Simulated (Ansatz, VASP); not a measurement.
Two plane-wave programs on V

```
V
1.0
     2.13867   -4.40529    0.00000
     2.13867    4.40529    0.00000
     0.00000    0.00000    2.84050
V
4
Direct
  0.13563 0.86437 0.99993
  0.63563 0.36437 0.50007
  0.86437 0.13563 0.00007
  0.36437 0.63563 0.49993
```

Alike in both runs: functional PBEsol; k mesh 6 × 6 × 4; occupations gaussian, width 0.1 eV; no spin polarisation.

Ansatz relaxed the structure, and its values are those at the end. VASP's run is a single point on that final structure, the one shown.

|  | VASP | Ansatz |
| --- | --- | --- |
| version | VASP 6.6.1 | Ansatz 0.2.0 |
| potentials or method | VASP PAW PBE potentials, release 64 (V_sv), cutoff 520 eV | scalar-relativistic, plane waves, PAW |
| valence electrons in the cell | 52 | 52 |

|  | VASP | Ansatz | Ansatz less VASP |
| --- | --- | --- | --- |
| gap on the k mesh at the Fermi level (eV) | none | none | - |
| pressure (GPa) | 0.1 | -0.2 | -0.26 |

VASP's potentials were made for PBE, not for PBEsol. A gap of «none» marks a metal or a gap that the smearing closes.

The k mesh is coarse, so the values compare programs but aren't converged.
